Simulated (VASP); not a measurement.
Wanted: the native input for a VASP 6.6.1 run.

```yaml
Task: relaxation of shape and atoms at fixed volume
Functional: PBE
Dispersion: D3(BJ)
Potentials_or_basis: VASP PAW PBE potentials, release 64 (Bi_d)
Cutoff: 600 eV
k_mesh: 12 × 12 × 12
Occupations: gaussian, width 0.1 eV
Spin: no spin polarisation
Dipole_correction: no
Further_INCAR_settings: ALGO = Fast; EDIFF = 1e-06; IBRION = 2; EDIFFG = -0.01; NSW = 50; ISIF = 4
```

The structure of Bi lies in POSCAR:

```
Bi
1.0
    2.2257119868      1.2850154147      3.7866037395
   -2.2257119868      1.2850154147      3.7866037395
    0.0000000000     -2.5700308295      3.7866037395
Bi
2
Direct
    0.2385673339      0.2385673339      0.2385673339
    0.7614326661      0.7614326661      0.7614326661
```

The input as run:

INCAR

```
SYSTEM = Bi
ALGO     = Fast           ! electronic algorithm
EDIFF    = 1E-6           ! SCF threshold, eV
EDIFFG   = -0.01          ! ionic threshold
ENCUT    = 600            ! plane-wave cutoff, eV
GGA      = PE             ! functional
IBRION   = 2              ! ionic algorithm
ISIF     = 4              ! what is computed and relaxed
ISMEAR   = 0              ! smearing method
IVDW     = 12             ! dispersion correction
LASPH    = .TRUE.         ! aspherical terms in the spheres
LCHARG   = .FALSE.        ! write CHGCAR
LREAL    = .FALSE.        ! projectors in reciprocal space
LWAVE    = .FALSE.        ! write WAVECAR
NELM     = 80             ! most SCF steps
NSW      = 50             ! ionic steps
PREC     = Accurate       ! precision mode
SIGMA    = 0.1            ! smearing width, eV
```

KPOINTS

```
k-points
0
G
  12 12 12
  0 0 0
```

Potentials or basis: VASP PAW PBE potentials, release 64 (Bi_d).

Run with:

```console
$ cat potpaw_PBE.64/Bi_d/POTCAR > POTCAR
$ mpirun -np 1 vasp_std > vasp.out
```

It gave:

The energy gained by relaxing is 1.3 meV/atom, the ionic steps are 9 and the pressure after relaxing is 2.9 GPa. The largest force after relaxing is 0.007 eV/Å, the band gap on the k mesh is zero (bands 15 and 16 overlap by 0.25 eV) and the dispersion energy per atom is -0.492 eV.

Caveat: spin-orbit coupling is left out, which moves the levels of the heavy elements.

Wall time 16 min on 1 thread of Oxide Virtual Turin-like Processor, with other jobs on the host, peak memory 0.38 GiB.
